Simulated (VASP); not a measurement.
# P (Cmce) in VASP: electric field gradients with LDA

Aim: the electric field gradients of P with LDA.

All numbers are computed with VASP 6.6.1; they aren't measurements. Logs are shortened: lines on timing, memory, paths and dates and some standing lists are left out, and cuts for length are marked.

## (1) The cell of the first run

The structure is orthorhombic, space group Cmce (No. 64). Conventional cell: a = 3.295 Å, b = 10.930 Å, c = 4.544 Å, α = 90.00°, β = 90.00°, γ = 90.00°. P (site symmetry m) has 3 P at 2.20 to 2.25 Å within 2.9 Å.

## (2) Electric field gradients, LDA

Contents of INCAR:

```
SYSTEM = P
ALGO = Normal ; EDIFF = 1E-8
ENCUT = 520 ; GGA = CA
ISIF = 2 ; ISMEAR = -1
LASPH = .TRUE. ; LCHARG = .FALSE.
LEFG = .TRUE. ; LREAL = .FALSE.
LWAVE = .FALSE. ; NBANDS = 18
NELM = 80 ; PREC = Accurate
SIGMA = 0.03
```

Contents of KPOINTS:

```
k-points
0
G
  13 13 9
  0 0 0
```

Contents of POSCAR:

```
P
1.0
    1.6477431241     -5.4650377251      0.0000000000
    1.6477431241      5.4650377251      0.0000000000
    0.0000000000      0.0000000000      4.5436355900
P
4
Direct
    0.4041431300      0.5958568700      0.9111848300
    0.5958568700      0.4041431300      0.0888151700
    0.0958568700      0.9041431300      0.4111848300
    0.9041431300      0.0958568700      0.5888151700
```

Potentials or basis: VASP PAW LDA potentials, release 64 (P).

Launch:

```console
cat potpaw_LDA.64/P/POTCAR > POTCAR
mpirun -np 1 vasp_std > vasp.out
```

OUTCAR:

```text
SYSTEM = P
   EDIFF = 1E-8
   ENCUT = 520
   GGA = CA
   ISIF = 2
   ISMEAR = -1
   LASPH = .TRUE.
   LREAL = .FALSE.
   NELM = 80
   PREC = Accurate

 ion  position               nearest neighbor table
   1  0.404  0.596  0.911-   4 2.20   4 2.20   2 2.25
   2  0.596  0.404  0.089-   3 2.20   3 2.20   1 2.25
   3  0.096  0.904  0.411-   2 2.20   2 2.20   4 2.25
   4  0.904  0.096  0.589-   1 2.20   1 2.20   3 2.25

  LATTYP: Found a base centered orthorhombic cell.
 ALAT       =     3.2954862482
 B/A-ratio  =     3.3166806435
 C/A-ratio  =     1.3787451222

  Lattice vectors:

 A1 = (   1.6477431241,  -5.4650377251,   0.0000000000)
 A2 = (   1.6477431241,   5.4650377251,   0.0000000000)
 A3 = (   0.0000000000,   0.0000000000,   4.5436355900)

Analysis of symmetry for initial positions (statically):
=====================================================================
 Subroutine PRICEL returns:
 Original cell was already a primitive cell.

 Routine SETGRP: Setting up the symmetry group for a
 base centered orthorhombic supercell.

 Subroutine GETGRP returns: Found  8 space group operations
 (whereof  4 operations were pure point group operations)
 out of a pool of  8 trial point group operations.

The static configuration has the point symmetry C_2h.
 The point group associated with its full space group is D_2h.

Analysis of symmetry for dynamics (positions and initial velocities):
=====================================================================
 Subroutine PRICEL returns:
 Original cell was already a primitive cell.

 Routine SETGRP: Setting up the symmetry group for a
 base centered orthorhombic supercell.

 Subroutine GETGRP returns: Found  8 space group operations
 (whereof  4 operations were pure point group operations)
 out of a pool of  8 trial point group operations.

The dynamic configuration has the point symmetry C_2h.
 The point group associated with its full space group is D_2h.

 Subroutine INISYM returns: Found  8 space group operations
 (whereof  4 operations are pure point group operations),
 and found     1 'primitive' translations

----------------------------------------------------------------------------------------

[... 142 lines left out ...]

 E-fermi :   5.8121     XC(G=0):  -9.6777

 val. band max:        5.7910757082   @ k =  -0.4615   0.4615   0.0000
 cond. band min:       5.8403258161   @ k =  -0.4615   0.4615   0.0000
 fundamental gap:      0.0492501079
 Fermi energy:         5.8121486203

 k-point     1 :       0.0000    0.0000    0.0000
  band No.  band energies     occupation
      1     -10.0120      2.00000
      2      -7.2554      2.00000
      3      -3.9927      2.00000
      4      -1.0232      2.00000
      5       0.8511      2.00000
      6       0.8597      2.00000
[... 481 lines left out ...]
      5      -0.2694      2.00000
      6       0.3881      2.00000
[... 10 lines left out ...]
     17      11.9589      0.00000
     18      12.1875      0.00000

 [... further k-points ...]

------------------------ aborting loop because EDIFF is reached ----------------------------------------

  FORCE on cell =-STRESS in cart. coord.  units (eV):
  Direction    XX          YY          ZZ          XY          YZ          ZX
  --------------------------------------------------------------------------------------
  -------------------------------------------------------------------------------------
  Total       -1.5666920     -0.9061695     -1.1569484      0.0000000     -0.0000000      0.0000000
  in kB      -30.6745400    -17.7420521    -22.6520967      0.0000000     -0.0000000      0.0000000
  external PRESSURE =     -23.6895629 kB  Pullay stress =       0.0000000 kB

 VOLUME and BASIS-vectors are now :
 -----------------------------------------------------------------------------
  energy-cutoff  :      520.00
  volume of cell :       81.83
      direct lattice vectors                 reciprocal lattice vectors
     1.647743124 -5.465037725  0.000000000     0.303445357 -0.091490677  0.000000000
     1.647743124  5.465037725  0.000000000     0.303445357  0.091490677  0.000000000
     0.000000000  0.000000000  4.543635590     0.000000000  0.000000000  0.220088073

 POSITION                                       TOTAL-FORCE (eV/Angst)
 -----------------------------------------------------------------------------------
      1.64774      1.04772      4.14009         0.000000      0.039949      0.150380
      1.64774     -1.04772      0.40354         0.000000     -0.039949     -0.150380
      1.64774      4.41731      1.86827         0.000000     -0.039949      0.150380
      1.64774     -4.41731      2.67536         0.000000      0.039949     -0.150380
 -----------------------------------------------------------------------------------
    total drift:                               -0.000000     -0.000000     -0.000000

  FREE ENERGIE OF THE ION-ELECTRON SYSTEM (eV)
  ---------------------------------------------------
  free  energy   TOTEN  =       -23.9846549227 eV

  energy  without entropy=      -23.9844395813  energy(sigma->0) =      -23.98454725

 Electric field gradients (V/A^2)
---------------------------------------------------------------------
 ion       V_xx      V_yy      V_zz      V_xy      V_xz      V_yz
---------------------------------------------------------------------
   1      35.677   -32.985    -2.692     0.000    -0.000   -55.976
   2      35.677   -32.985    -2.692    -0.000    -0.000   -55.976
   3      35.677   -32.985    -2.692     0.000     0.000    55.976
   4      35.677   -32.985    -2.692    -0.000    -0.000    55.976
---------------------------------------------------------------------

 Electric field gradients after diagonalization (V/A^2)
 (convention: |V_zz| > |V_xx| > |V_yy|)
----------------------------------------------------------------------
 ion       V_xx      V_yy      V_zz     asymmetry (V_yy - V_xx)/ V_zz
----------------------------------------------------------------------
   1      40.150    35.677   -75.827       0.059
   2      40.150    35.677   -75.827       0.059
   3      40.150    35.677   -75.827       0.059
   4      40.150    35.677   -75.827       0.059
----------------------------------------------------------------------

           NMR quadrupolar parameters

 Cq : quadrupolar parameter    Cq=e*Q*V_zz/h
 eta: asymmetry parameters     (V_yy - V_xx)/ V_zz
 Q  : nuclear electric quadrupole moment in mb (millibarn)
----------------------------------------------------------------------
 ion       Cq(MHz)       eta       Q (mb)
----------------------------------------------------------------------
   1      -0.183       0.059       1.000
   2      -0.183       0.059       1.000
   3      -0.183       0.059       1.000
   4      -0.183       0.059       1.000
----------------------------------------------------------------------
```

Run time: 4.7 min. Hardware: 1 thread of AMD EPYC 7R13 (Zen 3), shared host; peak memory 0.34 GiB.

Results:

| Property | Result |
| --- | --- |
| Free energy | -23.9847 eV |
| Pressure | -2.4 GPa |
| Largest force | 0.156 eV/Å |
| Band gap on the k mesh | 0.05 eV |
| Largest electric field gradient by atom | P -75.8 V/Å² |

Forces in eV/Å, atoms in the order of the input:
```
P    0.000  0.040  0.150
P    0.000 -0.040 -0.150
P    0.000 -0.040  0.150
P    0.000  0.040 -0.150
```

Electric field gradients, principal values (V/Å²):
```csv
atom,least,middle,greatest (by size)
1 P,35.677,40.150,-75.827
2 P,35.677,40.150,-75.827
3 P,35.677,40.150,-75.827
4 P,35.677,40.150,-75.827
```

Caveat: without QUAD_EFG the Cq values of the log hold for a quadrupole moment of 1 mb, not for the nuclei.
